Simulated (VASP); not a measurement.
# LiRe (Cc) in VASP: single point with r2SCAN

Aim: the single point of LiRe with r2SCAN.

Everything below comes from runs of VASP 6.6.1. Logs are shortened: lines on timing, memory, paths and dates and some standing lists are left out, and cuts for length are marked.

### 1 The cell of the first run

Symmetry: Cc, No. 9, monoclinic system. The conventional cell has a = 3.199 Å, b = 5.485 Å, c = 5.384 Å, α = 90.00°, β = 90.51°, γ = 90.00°. Within 3.0 Å of Li (site symmetry 1) lie 6 Re at 2.26 to 2.29 Å and 2 Li at 2.69 Å. Within 3.0 Å of Re (site symmetry 1) lie 6 Li at 2.26 to 2.29 Å.

### 2 Single point, r2SCAN

File POSCAR:

```
LiRe
1.0
    3.1986350000      0.0000000000      0.0000000000
    0.0000000000      5.4848040000      0.0000000000
   -0.0478960000      0.0000000000      5.3835930000
Li Re
4 4
Direct
    0.1320000000      0.5019000000      0.4579700000
    0.6320000000      0.0019000000      0.4579700000
    0.1320000000      0.4981000000      0.9579800000
    0.6320000000      0.9981000000      0.9579700000
    0.1306900000      0.1677500000      0.7085600000
    0.6306900000      0.6677500000      0.7085600000
    0.1306900000      0.8322500000      0.2085600000
    0.6306900000      0.3322500000      0.2085600000
```

File INCAR.step1:

```
SYSTEM = LiRe
ALGO     = Normal         ! electronic algorithm
EDIFF    = 1E-4           ! SCF threshold, eV
ENCUT    = 520            ! plane-wave cutoff, eV
GGA      = PE             ! functional
ISMEAR   = -1             ! smearing method
LASPH    = .True.         ! aspherical terms in the spheres
LCHARG   = .False.        ! write CHGCAR
LREAL    = .False.        ! projectors in reciprocal space
LWAVE    = .True.         ! write WAVECAR
NBANDS   = 30             ! bands
NELM     = 60             ! most SCF steps
PREC     = Accurate       ! precision mode
SIGMA    = 0.1            ! smearing width, eV
```

File INCAR.step2:

```
SYSTEM = LiRe
ALGO     = Normal         ! electronic algorithm
EDIFF    = 1E-6           ! SCF threshold, eV
ENCUT    = 520            ! plane-wave cutoff, eV
ISIF     = 2              ! what is computed and relaxed
ISMEAR   = -1             ! smearing method
ISTART   = 1            
LASPH    = .True.         ! aspherical terms in the spheres
LCHARG   = .False.        ! write CHGCAR
LMIXTAU  = .True.       
LREAL    = .False.        ! projectors in reciprocal space
LWAVE    = .False.        ! write WAVECAR
METAGGA  = R2SCAN         ! meta-GGA
NBANDS   = 30             ! bands
NELM     = 60             ! most SCF steps
PREC     = Accurate       ! precision mode
SIGMA    = 0.1            ! smearing width, eV
```

File KPOINTS:

```
k-points
0
Gamma
  8 5 5
  0 0 0
```

Potentials or basis: VASP PAW PBE potentials, release 64 (Li_sv, Re).

Command:

```sh
$ cat potpaw_PBE.64/Li_sv/POTCAR potpaw_PBE.64/Re/POTCAR > POTCAR
$ cp INCAR.step1 INCAR
$ mpirun -np 1 vasp_std > vasp.out
$ cp INCAR.step2 INCAR
$ mpirun -np 1 vasp_std > vasp.out
```

OUTCAR:

```text
SYSTEM = LiRe
   EDIFF = 1E-6
   ENCUT = 520
   ISIF = 2
   ISMEAR = -1
   ISTART = 1
   LASPH = .True.
   LREAL = .False.
   METAGGA = R2SCAN
   NELM = 60
   PREC = Accurate

 ion  position               nearest neighbor table
   1  0.132  0.502  0.458-   7 2.26   6 2.27   5 2.28   8 2.28   8 2.29   6 2.29
   2  0.632  0.002  0.458-   8 2.26   5 2.27   6 2.28   7 2.28   7 2.29   5 2.29
   3  0.132  0.498  0.958-   5 2.26   8 2.27   7 2.28   6 2.28   6 2.29   8 2.29
   4  0.632  0.998  0.958-   6 2.26   7 2.27   8 2.28   5 2.28   5 2.29   7 2.29
   5  0.131  0.168  0.709-   3 2.26   2 2.27   1 2.28   4 2.28   4 2.29   2 2.29   6 3.17   6 3.17
                             6 3.17   6 3.17   8 3.25   8 3.25   7 3.26   7 3.26   8 3.27   8 3.27
   6  0.631  0.668  0.709-   4 2.26   1 2.27   2 2.28   3 2.28   3 2.29   1 2.29   5 3.17   5 3.17
                             5 3.17   5 3.17   7 3.25   7 3.25   8 3.26   8 3.26   7 3.27   7 3.27
   7  0.131  0.832  0.209-   1 2.26   4 2.27   3 2.28   2 2.28   2 2.29   4 2.29   8 3.17   8 3.17
                             8 3.17   8 3.17   6 3.25   6 3.25   5 3.26   5 3.26   6 3.27   6 3.27
   8  0.631  0.332  0.209-   2 2.26   3 2.27   4 2.28   1 2.28   1 2.29   3 2.29   7 3.17   7 3.17
                             7 3.17   7 3.17   5 3.25   5 3.25   6 3.26   6 3.26   5 3.27   5 3.27

  LATTYP: Found a simple monoclinic cell.
 ALAT       =     3.1986350000
 B/A-ratio  =     1.7147326907
 C/A-ratio  =     1.6831573634
 COS(beta)  =    -0.0088963086

  Lattice vectors:

 A1 = (   3.1986350000,   0.0000000000,   0.0000000000)
 A2 = (   0.0000000000,   5.4848040000,   0.0000000000)
 A3 = (  -0.0478960000,   0.0000000000,   5.3835930000)

Analysis of symmetry for initial positions (statically):
=====================================================================
 Subroutine PRICEL returns:
 Original cell was already a primitive cell.

 Routine SETGRP: Setting up the symmetry group for a
 simple monoclinic supercell.

 Subroutine GETGRP returns: Found  1 space group operations
 (whereof  1 operations were pure point group operations)
 out of a pool of  4 trial point group operations.

The static configuration has the point symmetry C_1 .

Analysis of symmetry for dynamics (positions and initial velocities):
=====================================================================
 Subroutine PRICEL returns:
 Original cell was already a primitive cell.

 Routine SETGRP: Setting up the symmetry group for a
 simple monoclinic supercell.

 Subroutine GETGRP returns: Found  1 space group operations
 (whereof  1 operations were pure point group operations)
 out of a pool of  4 trial point group operations.

The dynamic configuration has the point symmetry C_1 .

 Subroutine INISYM returns: Found  1 space group operations
 (whereof  1 operations are pure point group operations),
 and found     1 'primitive' translations

----------------------------------------------------------------------------------------

                                     Primitive cell

  volume of cell :      94.4491

  direct lattice vectors                    reciprocal lattice vectors
     3.198635000  0.000000000  0.000000000     0.312633358  0.000000000  0.002781393
     0.000000000  5.484804000  0.000000000     0.000000000  0.182321921  0.000000000
    -0.047896000  0.000000000  5.383593000     0.000000000  0.000000000  0.185749554

  length of vectors
     3.198635000  5.484804000  5.383806053     0.312645730  0.182321921  0.185749554

  position of ions in fractional coordinates (direct lattice)
     0.132000000  0.501900000  0.457970000
     0.632000000  0.001900000  0.457970000
     0.132000000  0.498100000  0.957980000
     0.632000000  0.998100000  0.957970000
     0.130690000  0.167750000  0.708560000
     0.630690000  0.667750000  0.708560000
     0.130690000  0.832250000  0.208560000
     0.630690000  0.332250000  0.208560000

  ion indices of the primitive-cell ions
   primitive index   ion index
                 1           1
                 2           2
                 3           3
                 4           4
                 5           5
                 6           6
                 7           7
                 8           8

----------------------------------------------------------------------------------------

 KPOINTS: k-points

Automatic generation of k-mesh.
 Grid dimensions read from file:
 generate k-points for:    8    5    5

 Generating k-lattice:

  Cartesian coordinates                     Fractional coordinates (reciprocal lattice)
     0.039079170  0.000000000  0.000347674     0.125000000  0.000000000  0.000000000
     0.000000000  0.036464384  0.000000000     0.000000000  0.200000000  0.000000000
     0.000000000  0.000000000  0.037149911     0.000000000  0.000000000  0.200000000

  Length of vectors
     0.039080716  0.036464384  0.037149911

  Shift w.r.t. Gamma in fractional coordinates (k-lattice)
     0.000000000  0.000000000  0.000000000

 Subroutine IBZKPT returns following result:
 ===========================================

 Found    101 irreducible k-points:

 Following reciprocal coordinates:
            Coordinates               Weight
  0.000000  0.000000  0.000000      1.000000
  0.125000  0.000000  0.000000      2.000000
  0.250000  0.000000  0.000000      2.000000
  0.375000  0.000000  0.000000      2.000000
  0.500000  0.000000  0.000000      1.000000
  0.000000  0.200000  0.000000      2.000000
[... 16 lines left out ...]
  0.125000  0.000000  0.200000      2.000000
  0.250000  0.000000  0.200000      2.000000
 [... further k-points ...]
   k-points           NKPTS =    101   k-points in BZ     NKDIM =    101   number of bands    NBANDS=     30
   number of dos      NEDOS =    301   number of ions     NIONS =      8
   total plane-waves  NPLWV =  40320
   dimension x,y,z NGX =    24 NGY =   42 NGZ =   40
   dimension x,y,z NGXF=    48 NGYF=   84 NGZF=   80
   ions per type =               4   4
   NGX,Y,Z   is equivalent  to a cutoff of  12.47, 12.73, 12.35 a.u.
   NGXF,Y,Z  is equivalent  to a cutoff of  24.95, 25.46, 24.70 a.u.
 SYSTEM =  LiRe
   PREC   = accura    normal or accurate (medium, high low for compatibility)
   ISTART =      1    job   : 0-new  1-cont  2-samecut
   ICHARG =      0    charge: 1-file 2-atom 10-const
   ISPIN  =      1    spin polarized calculation?
   LNONCOLLINEAR =      F non collinear calculations
   LSORBIT =      F    spin-orbit coupling
   LASPH  =      T    aspherical Exc in radial PAW
   ENCUT  =  520.0 eV  38.22 Ry    6.18 a.u.   5.95 10.20 10.01*2*pi/ulx,y,z
   NELM   =     60;   NELMIN=  2; NELMDL=  0     # of ELM steps
   EDIFF  = 0.1E-05   stopping-criterion for ELM
   LREAL  =      F    real-space projection
[... 7 lines left out ...]
   TEBEG  =    0.0;   TEEND  =   0.0 temperature during run
   PSTRESS=    0.0 pullay stress
   NELECT =      40.0000    total number of electrons
   NUPDOWN=      -1.0000    fix difference up-down
   EMIN   =  10.00;   EMAX   =-10.00  energy-range for DOS
   EFERMI =   0.00;   METHOD = LEGACY
   ISMEAR =    -1;   SIGMA  =   0.10  broadening in eV -4-tet -1-fermi 0-gaus
   EFERMI_NEDOS =   21; number of points for ismear=-14 and -15
   IALGO  =     38    algorithm
   IMIX   =      4    mixing-type and parameters
     AMIX     =   0.40;   BMIX     =  1.00
     AMIX_MAG =   1.60;   BMIX_MAG =  1.00
  volume/ion in A,a.u.               =      11.81        79.67
  Fermi-wavevector in a.u.,A,eV,Ry     =   1.229406  2.323241 20.564393  1.511440
  Thomas-Fermi vector in A             =   2.364295
   LORBIT       =      0    0 simple, 1 ext, 2 COOP (PROOUT), +10 PAW based schemes
   METAGGA = R2SCAN    functional components
   LHFCALC =     F    Hartree Fock is set to
   AEXX    =    0.0000 exact exchange contribution
   IVDW    =     0    specifies the selected vdW correction
   LEPSILON=     F    determine dielectric tensor
   LRPA    =     F    only Hartree local field effects (RPA)
 non-spin polarized calculation
  energy-cutoff  :      520.00
  volume of cell :       94.45
 maximum number of plane-waves:      2568
   NGX = 11   NGY = 21   NGZ = 21

 number of electron      40.0000001 magnetization

 Free energy of the ion-electron system (eV)
  ---------------------------------------------------
  ext. energy  EPLUGINS =         0.00000000
  ---------------------------------------------------
  free energy    TOTEN  =      -206.03684077 eV

  energy without entropy =     -205.90288521  energy(sigma->0) =     -205.96986299

 E-fermi :   5.7057     XC(G=0): -13.1784

 val. band max:        5.7004593055   @ k =  -0.2500   0.0000   0.2000
 cond. band min:       5.7068848659   @ k =  -0.2500   0.4000   0.0000
 fundamental gap:      0.0064255604
 Fermi energy:         5.7056677189

 k-point     1 :       0.0000    0.0000    0.0000
  band No.  band energies     occupation
      1     -40.2969      2.00000
      2     -40.2678      2.00000
      3     -40.2505      2.00000
      4     -40.2400      2.00000
      5      -1.9102      2.00000
      6      -0.3427      2.00000
[... 22 lines left out ...]
     29       9.2821      0.00000
     30      10.2092      0.00000

 k-point     2 :       0.1250    0.0000    0.0000
  band No.  band energies     occupation
      1     -40.2937      2.00000
      2     -40.2670      2.00000
      3     -40.2509      2.00000
      4     -40.2411      2.00000
      5      -1.6667      2.00000
      6      -0.0111      2.00000
[... 22 lines left out ...]
     29       9.2732      0.00000
     30      10.7750      0.00000

 k-point     3 :       0.2500    0.0000    0.0000
  band No.  band energies     occupation
      1     -40.2857      2.00000
      2     -40.2655      2.00000
      3     -40.2514      2.00000
      4     -40.2440      2.00000
      5      -1.0096      2.00000
      6       0.8861      2.00000
[... 682 lines left out ...]
     29      10.4929      0.00000
     30      10.5778      0.00000

 k-point    24 :       0.2500    0.0000    0.2000
  band No.  band energies     occupation
      1     -40.2815      2.00000
      2     -40.2641      2.00000
      3     -40.2528      2.00000
      4     -40.2483      2.00000
      5      -0.7611      2.00000
      6       0.8707      2.00000
[... 22 lines left out ...]
     29      11.0942      0.00000
     30      11.3103      0.00000

 [... further k-points ...]

------------------------ aborting loop because EDIFF is reached ----------------------------------------

  FORCE on cell =-STRESS in cart. coord.  units (eV):
  Direction    XX          YY          ZZ          XY          YZ          ZX
  --------------------------------------------------------------------------------------
  -------------------------------------------------------------------------------------
  Total        3.5177873      5.3488604      0.4337220     -0.0000022      0.0000204      0.7988147
  in kB       59.6735873     90.7347881      7.3573935     -0.0000365      0.0003461     13.5506029
  external PRESSURE =      52.5885896 kB  Pullay stress =       0.0000000 kB

 VOLUME and BASIS-vectors are now :
 -----------------------------------------------------------------------------
  energy-cutoff  :      520.00
  volume of cell :       94.45
      direct lattice vectors                 reciprocal lattice vectors
     3.198635000  0.000000000  0.000000000     0.312633358  0.000000000  0.002781393
     0.000000000  5.484804000  0.000000000     0.000000000  0.182321921  0.000000000
    -0.047896000  0.000000000  5.383593000     0.000000000  0.000000000  0.185749554

 POSITION                                       TOTAL-FORCE (eV/Angst)
 -----------------------------------------------------------------------------------
      0.40028      2.75282      2.46552        -0.063199     -0.111637      0.056857
      1.99960      0.01042      2.46552        -0.063199     -0.111836      0.056751
      0.37634      2.73198      5.15737        -0.063175      0.111817      0.056270
      1.97565      5.47438      5.15732        -0.063194      0.111671      0.056895
      0.38409      0.92008      3.81460         0.063189     -0.243267     -0.056723
      1.98341      3.66248      3.81460         0.063195     -0.243497     -0.056678
      0.40804      4.56473      1.12280         0.063188      0.243545     -0.056758
      2.00736      1.82233      1.12280         0.063193      0.243203     -0.056613
 -----------------------------------------------------------------------------------
    total drift:                               -0.167182      0.000068      0.118497

  FREE ENERGIE OF THE ION-ELECTRON SYSTEM (eV)
  ---------------------------------------------------
  free  energy   TOTEN  =      -206.0368407739 eV

  energy  without entropy=     -205.9028852050  energy(sigma->0) =     -205.96986299
```

Run time: 19 min. Hardware: 1 thread of AMD EPYC 9R45 (Zen 5), shared host; peak memory 0.33 GiB.

Results:

* Free energy: -206.0368 eV
* Largest force: 0.258 eV/Å
* Band gap on the k mesh: zero (bands 20 and 21 overlap by 1.89 eV)

Forces in eV/Å, atoms in the order of the input:
```
Li  -0.063 -0.112  0.057
Li  -0.063 -0.112  0.057
Li  -0.063  0.112  0.056
Li  -0.063  0.112  0.057
Re   0.063 -0.243 -0.057
Re   0.063 -0.243 -0.057
Re   0.063  0.244 -0.057
Re   0.063  0.243 -0.057
```

Caveat: the cutoff is under 1.25 times the usual one of these potentials, so pressure, stress and relaxed cells hold a basis-set (Pulay) error; the PAW data sets were made with another functional, which shifts forces and pressure a little; spin-orbit coupling is left out, which moves the levels of the heavy elements.
